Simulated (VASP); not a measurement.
Input of a VASP 6.6.1 run:

File INCAR:

```
  ALGO = Normal
  EDIFF = 1E-7
  ENCUT = 520
  GGA = PE
  ISIF = 2
  ISMEAR = -1
  LASPH = True
  LCHARG = False
  LREAL = False
  LWAVE = False
  NBANDS = 10
  NELM = 80
  PREC = Accurate
  SIGMA = 0.05
```

Contents of KPOINTS:

```
k-points
0
Gamma
  9 9 9
```

The input POSCAR:

```
Cs
1.0
    0.0000000000      3.8769736737      3.8769736737
    3.8769736737      0.0000000000      3.8769736737
    3.8769736737      3.8769736737      0.0000000000
Cs
1
Direct
    0.0000000000      0.0000000000      0.0000000000
```

Potentials or basis: VASP PAW PBE potentials, release 64 (Cs_sv).

Launch:

```bash
$ cat potpaw_PBE.64/Cs_sv/POTCAR > POTCAR
$ mpirun -np 1 vasp_std > vasp.out
```

Problem. What does it give for the band gap on the k mesh?

Solution. Zero (an odd number of electrons rules out a gap without spin polarisation).

Problem. Predict the pressure.

Solution. 0.0 GPa.

Caveat: spin-orbit coupling is left out, which moves the levels of the heavy elements.
